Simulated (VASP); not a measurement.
# Nb (Im-3m) in VASP: notebook, part 2 of 3

VASP 6.6.1. Earlier steps stand in the parts before.

**3. Relaxation of cell and atoms, LDA**

This run uses another cell than the first one, of 17.98 Å³/atom, 1.049 times its volume.

File INCAR:

```
PREC = Accurate
ENCUT = 600
EDIFF = 1E-7
ISMEAR = -1
SIGMA = 0.08
LREAL = False
LASPH = True
NELM = 80
ALGO = Normal
ISIF = 3
LWAVE = False
LCHARG = False
IBRION = 2
NSW = 60
EDIFFG = -0.005
```

File KPOINTS:

```
Automatic mesh
0
Gamma
  18 18 18
```

File POSCAR:

```
Nb
1.0
   -1.6503519298      1.6503519298      1.6503519298
    1.6503519298     -1.6503519298      1.6503519298
    1.6503519298      1.6503519298     -1.6503519298
Nb
1
Direct
    0.0000000000      0.0000000000      0.0000000000
```

Potentials or basis: VASP PAW LDA potentials, release 64 (Nb_sv).

Command:

```
$ cat potpaw_LDA.64/Nb_sv/POTCAR > POTCAR
$ mpirun -np 1 vasp_std > vasp.out
```

OUTCAR:

```text
PREC = Accurate
   ENCUT = 600
   EDIFF = 1E-7
   ISMEAR = -1
   LREAL = False
   LASPH = True
   NELM = 80
   ISIF = 3
   IBRION = 2
   NSW = 60
   EDIFFG = -0.005

 ion  position               nearest neighbor table
   1  0.000  0.000  0.000-

  LATTYP: Found a body centered cubic cell.
 ALAT       =     3.3007038596

  Lattice vectors:

 A1 = (  -1.6503519298,   1.6503519298,   1.6503519298)
 A2 = (   1.6503519298,  -1.6503519298,   1.6503519298)
 A3 = (   1.6503519298,   1.6503519298,  -1.6503519298)

Analysis of symmetry for initial positions (statically):
=====================================================================
 Subroutine PRICEL returns:
 Original cell was already a primitive cell.

 Routine SETGRP: Setting up the symmetry group for a
 body centered cubic supercell.

 Subroutine GETGRP returns: Found 48 space group operations
 (whereof 48 operations were pure point group operations)
 out of a pool of 48 trial point group operations.

The static configuration has the point symmetry O_h .

Analysis of symmetry for dynamics (positions and initial velocities):
=====================================================================
 Subroutine PRICEL returns:
 Original cell was already a primitive cell.

 Routine SETGRP: Setting up the symmetry group for a
 body centered cubic supercell.

 Subroutine GETGRP returns: Found 48 space group operations
 (whereof 48 operations were pure point group operations)
 out of a pool of 48 trial point group operations.

The dynamic configuration has the point symmetry O_h .

 Subroutine INISYM returns: Found 48 space group operations
 (whereof 48 operations are pure point group operations),
 and found     1 'primitive' translations

----------------------------------------------------------------------------------------

                                     Primitive cell

  volume of cell :      17.9800

  direct lattice vectors                    reciprocal lattice vectors
    -1.650351930  1.650351930  1.650351930     0.000000000  0.302965683  0.302965683
     1.650351930 -1.650351930  1.650351930     0.302965683  0.000000000  0.302965683
     1.650351930  1.650351930 -1.650351930     0.302965683  0.302965683  0.000000000

  length of vectors
     2.858493393  2.858493393  2.858493393     0.428458178  0.428458178  0.428458178

  position of ions in fractional coordinates (direct lattice)
     0.000000000  0.000000000  0.000000000

  ion indices of the primitive-cell ions
   primitive index   ion index
                 1           1

----------------------------------------------------------------------------------------

 KPOINTS: Automatic mesh

Automatic generation of k-mesh.
 Grid dimensions read from file:
 generate k-points for:   18   18   18

 Generating k-lattice:

[... 21 lines left out ...]
  0.166667  0.000000  0.000000     12.000000
  0.222222  0.000000  0.000000     12.000000
  0.277778  0.000000  0.000000     12.000000
[... 16 lines left out ...]
  0.333333  0.111111  0.000000     48.000000
  0.388889  0.111111  0.000000     48.000000
 [... further k-points ...]
   k-points           NKPTS =    195   k-points in BZ     NKDIM =    195   number of bands    NBANDS=     10
   number of dos      NEDOS =    301   number of ions     NIONS =      1
   total plane-waves  NPLWV =  13824
   dimension x,y,z NGX =    24 NGY =   24 NGZ =   24
   dimension x,y,z NGXF=    48 NGYF=   48 NGZF=   48
   ions per type =               1
   NGX,Y,Z   is equivalent  to a cutoff of  13.96, 13.96, 13.96 a.u.
   NGXF,Y,Z  is equivalent  to a cutoff of  27.92, 27.92, 27.92 a.u.
 SYSTEM =  unknown system
   PREC   = accura    normal or accurate (medium, high low for compatibility)
   ISTART =      0    job   : 0-new  1-cont  2-samecut
   ICHARG =      2    charge: 1-file 2-atom 10-const
   ISPIN  =      1    spin polarized calculation?
   LNONCOLLINEAR =      F non collinear calculations
   LSORBIT =      F    spin-orbit coupling
   LASPH  =      T    aspherical Exc in radial PAW
   ENCUT  =  600.0 eV  44.10 Ry    6.64 a.u.   5.71  5.71  5.71*2*pi/ulx,y,z
   NELM   =     80;   NELMIN=  2; NELMDL= -5     # of ELM steps
   EDIFF  = 0.1E-06   stopping-criterion for ELM
   LREAL  =      F    real-space projection
   EDIFFG = -.5E-02   stopping-criterion for IOM
   NSW    =     60    number of steps for IOM
   IBRION =      2    ionic relax: 0-MD 1-quasi-New 2-CG
   NFREE  =      1    steps in history (QN), initial steepest desc. (CG)
   ISIF   =      3    stress and relaxation
   ISYM   =      2    0-nonsym 1-usesym 2-fastsym
   POTIM  = 0.5000    time-step for ionic-motion
   TEBEG  =    0.0;   TEEND  =   0.0 temperature during run
   PSTRESS=    0.0 pullay stress
   NELECT =      13.0000    total number of electrons
   NUPDOWN=      -1.0000    fix difference up-down
   EMIN   =  10.00;   EMAX   =-10.00  energy-range for DOS
   EFERMI =   0.00;   METHOD = LEGACY
   ISMEAR =    -1;   SIGMA  =   0.08  broadening in eV -4-tet -1-fermi 0-gaus
   EFERMI_NEDOS =   21; number of points for ismear=-14 and -15
   IALGO  =     38    algorithm
   IMIX   =      4    mixing-type and parameters
     AMIX     =   0.40;   BMIX     =  1.00
     AMIX_MAG =   1.60;   BMIX_MAG =  1.00
  volume/ion in A,a.u.               =      17.98       121.34
  Fermi-wavevector in a.u.,A,eV,Ry     =   1.469353  2.776674 29.374942  2.158997
  Thomas-Fermi vector in A             =   2.584740
   LORBIT       =      0    0 simple, 1 ext, 2 COOP (PROOUT), +10 PAW based schemes
   GGA     = CA    functional components
   LHFCALC =     F    Hartree Fock is set to
   AEXX    =    0.0000 exact exchange contribution
   IVDW    =     0    specifies the selected vdW correction
   LEPSILON=     F    determine dielectric tensor
   LRPA    =     F    only Hartree local field effects (RPA)
 conjugate gradient relaxation of ions
 non-spin polarized calculation
  energy-cutoff  :      600.00
  volume of cell :       17.98
 maximum number of plane-waves:       611
   NGX = 11   NGY = 11   NGZ = 11

--------------------------------------- Ionic step        1  -------------------------------------------

 number of electron      13.0000000 magnetization

 Free energy of the ion-electron system (eV)
  ---------------------------------------------------
  ext. energy  EPLUGINS =         0.00000000
  ---------------------------------------------------
  free energy    TOTEN  =       -11.24846256 eV

  energy without entropy =      -11.21600417  energy(sigma->0) =      -11.23223336

------------------------ aborting loop because EDIFF is reached ----------------------------------------

  FORCE on cell =-STRESS in cart. coord.  units (eV):
  Direction    XX          YY          ZZ          XY          YZ          ZX
  --------------------------------------------------------------------------------------
  -------------------------------------------------------------------------------------
  Total       -0.9431723     -0.9431723     -0.9431723      0.0000000      0.0000000      0.0000000
  in kB      -84.0450140    -84.0450140    -84.0450140      0.0000000      0.0000000      0.0000000
  external PRESSURE =     -84.0450140 kB  Pullay stress =       0.0000000 kB
[... 92 lines left out ...]
--------------------------------------- Ionic step        4  -------------------------------------------

 number of electron      13.0000001 magnetization

 Free energy of the ion-electron system (eV)
  ---------------------------------------------------
  ext. energy  EPLUGINS =         0.00000000
  ---------------------------------------------------
  free energy    TOTEN  =       -11.27144445 eV

  energy without entropy =      -11.24041528  energy(sigma->0) =      -11.25592987

 E-fermi :  11.7131     XC(G=0): -12.9740

 val. band max:       11.7070750520   @ k =   0.1111   0.0000   0.0000
 cond. band min:      11.7285475205   @ k =  -0.2778   0.2778   0.1667
 fundamental gap:      0.0214724685
 Fermi energy:        11.7130971623

 k-point     1 :       0.0000    0.0000    0.0000
  band No.  band energies     occupation
      1     -42.3061      2.00000
      2     -17.6366      2.00000
      3     -17.6366      2.00000
      4     -17.6366      2.00000
      5       5.6976      2.00000
      6      12.0279      0.03832
      7      12.0279      0.03832
      8      12.0279      0.03832
      9      15.1002      0.00000
     10      15.1002      0.00000
[... 287 lines left out ...]
 k-point    24 :       0.3889    0.1111    0.0000
  band No.  band energies     occupation
      1     -41.9990      2.00000
      2     -19.1442      2.00000
      3     -18.1868      2.00000
      4     -17.7235      2.00000
      5       8.1805      2.00000
      6      10.0231      2.00000
      7      13.0041      0.00000
      8      15.0089      0.00000
      9      16.1857      0.00000
     10      18.8930      0.00000

 [... further k-points ...]
[... 5 lines left out ...]
  --------------------------------------------------------------------------------------
  -------------------------------------------------------------------------------------
  Total       -0.0027325     -0.0027325     -0.0027325      0.0000000      0.0000000      0.0000000
  in kB       -0.2555229     -0.2555229     -0.2555229      0.0000000      0.0000000      0.0000000
  external PRESSURE =      -0.2555229 kB  Pullay stress =       0.0000000 kB
[... 16 lines left out ...]
  FREE ENERGIE OF THE ION-ELECTRON SYSTEM (eV)
  ---------------------------------------------------
  free  energy   TOTEN  =       -11.2714444498 eV

  energy  without entropy=      -11.2404152844  energy(sigma->0) =      -11.25592987

 reached required accuracy - stopping structural energy minimisation
```

OSZICAR:

```text
N       E                     dE             d eps       ncg     rms          rms(c)
DAV:   1     0.137282073011E+03    0.13728E+03   -0.80494E+03  3924   0.145E+03
DAV:   2    -0.455975231783E+01   -0.14184E+03   -0.13847E+03  4250   0.503E+02
DAV:   3    -0.113781876512E+02   -0.68184E+01   -0.64254E+01  6088   0.956E+01
[... 36 lines left out ...]
DAV:   2    -0.112714581355E+02    0.22695E-03   -0.55538E-04  6014   0.368E-01    0.346E-02
DAV:   3    -0.112714345736E+02    0.23562E-04   -0.17572E-04  6072   0.163E-01    0.210E-02
DAV:   4    -0.112714398664E+02   -0.52928E-05   -0.66564E-06  5122   0.277E-02    0.116E-02
DAV:   5    -0.112714445098E+02   -0.46435E-05   -0.14399E-05  6942   0.304E-02    0.444E-03
DAV:   6    -0.112714444498E+02    0.60050E-07   -0.24557E-07  3316   0.700E-03
   4 F= -.11271444E+02 E0= -.11255930E+02  d E =-.229819E-01
```

CONTCAR:

```text
Nb
   1.00000000000000
    -1.6240310549896331    1.6240310549896331    1.6240310549896331
     1.6240310549896331   -1.6240310549896331    1.6240310549896331
     1.6240310549896331    1.6240310549896331   -1.6240310549896331
  Nb
     1
Direct
     0.0000000000000000    0.0000000000000000    1.0000000000000000

  0.00000000E+00  0.00000000E+00  0.00000000E+00
```

Wall time 66 s (1 thread of AMD EPYC 9R45 (Zen 5), shared host); peak memory 0.14 GiB.

What came out:

```yaml
Free_energy: -11.2714 eV
Relaxed_volume: 17.13 Å³/atom
Relaxed_cell: a = 2.813 Å, b = 2.813 Å, c = 2.813 Å, α = 109.47°, β = 109.47°, γ = 109.47°
Space_group_after_relaxing_to_0.05_Å: Im-3m (No. 229)
Energy_gained_by_relaxing: 23.0 meV/atom
Ionic_steps: 4
Pressure_after_relaxing: 0.0 GPa
```

The path:
```csv
step,energy change (eV),largest force (eV/Å),pressure (GPa),volume (Å³)
1,0.0000,0.0000,-8.40,17.98
2,0.0651,0.0000,20.25,15.64
3,-0.0230,0.0000,-0.26,17.16
4,-0.0230,0.0000,-0.03,17.13
```

Final structure:
```
Nb
1.0
    -1.62403    1.62403    1.62403
     1.62403   -1.62403    1.62403
     1.62403    1.62403   -1.62403
Nb
1
Direct
  0.00000 0.00000 0.00000
```

(Part 2 of 3 ends here.)
